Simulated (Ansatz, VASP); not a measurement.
## One calculation of ZrH, two programs

```
CELL_PARAMETERS angstrom
3.24279 0.01621 0.01621
0.01621 3.24279 0.01621
0.02474 0.02474 4.94800
ATOMIC_POSITIONS crystal
Zr 0.00000 0.50000 0.00000
Zr 0.50000 0.00000 0.50000
H 0.00000 0.00000 0.75000
H 0.00000 0.00000 0.25000
```

Change from the starting cell: equal xy, yz and zx shear strains of +1 %, crystal datasets.

Alike in both runs: task electric field gradients; functional PBEsol; k mesh 9 × 9 × 6; occupations fermi-dirac, width 0.02 eV; no spin polarisation.

```csv
,VASP,Ansatz
version,VASP 6.6.1,Ansatz 0.2.0
potentials or method,"VASP PAW PBE potentials, release 64 (Zr_sv, H), cutoff 520 eV","all-electron PAW with datasets made for the crystal, scalar-relativistic"
```

|  | VASP | Ansatz | Ansatz less VASP |
| --- | --- | --- | --- |
| pressure (GPa) | -2.5 | -2.5 | -0.02 |
| traceless stress, the component that is largest in VASP (GPa) | 1.05 | 1.05 | +0.002 |
| rms of the force components (eV/Å) | 0.032 | 0.032 | -0.0001 |
| size of Vzz on the site where it differs most (V/Å²) | 78.6 | 75.5 | -3.07 |

VASP's potentials were made for PBE, not for PBEsol. Atom by atom the forces differ by 0.000 eV/Å (rms over components). Ansatz ran all-electron here, and VASP with PAW potentials.
